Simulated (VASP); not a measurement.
Runs of VASP 6.6.1 on SnO2 (Cassiterite). The structure is that of space group P4_2/mnm (No. 136), or close to it. The cells are those of the table. 

| task | cell | cutoff (eV) | gap on the mesh (eV) | pressure (GPa) | largest force (eV/Å) |
| --- | --- | --- | --- | --- | --- |
| single point | a = 4.723, b = 4.723, c = 3.190 Å, 6 atoms | 520 | 1.19 | 1.0 | 0.02 |
| relaxation of cell and atoms | relaxed to 2 GPa from a = 4.738, b = 4.738, c = 3.187 Å, 6 atoms | 600 | 1.25 | 2.0 | - |
| relaxation of cell and atoms | relaxed to 8 GPa from a = 4.738, b = 4.738, c = 3.187 Å, 6 atoms | 600 | 1.55 | 8.0 | - |
| single point | a = 4.653, b = 4.653, c = 3.170 Å, 6 atoms | 520 | 1.60 | (b) | 0.02 |
| single point | a = 4.669, b = 4.669, c = 3.175 Å, 6 atoms | 520 | 1.50 | 7.2 | 0.02 |
| relaxation of cell and atoms | relaxed to 6 GPa from a = 4.738, b = 4.738, c = 3.187 Å, 6 atoms | 600 | 1.45 | 6.0 | 0.01 |
| relaxation of cell and atoms | relaxed to 4 GPa from a = 4.738, b = 4.738, c = 3.187 Å, 6 atoms | 600 | (a) | 4.0 | 0.01 |
| relaxation of cell and atoms | relaxed from a = 4.738, b = 4.738, c = 3.187 Å, 6 atoms | 600 | 1.15 | 0.0 | 0.01 |

Alike in all rows: level LDA; potentials or basis VASP PAW LDA potentials, release 64 (Sn_d, O); no spin polarisation; k mesh 4 × 4 × 6; smearing gaussian 0.01 eV.

**Question.** Fill in the values left out.

**Answer.** (a) 1.35; (b) 9.2.

Caveats: spin-orbit coupling is left out, which moves the levels of the heavy elements; the cell is relaxed towards a set pressure, so the enthalpy falls and the energy may rise (some runs).

A k mesh can miss the band edges, and the runs leave out spin-orbit coupling on Sn.
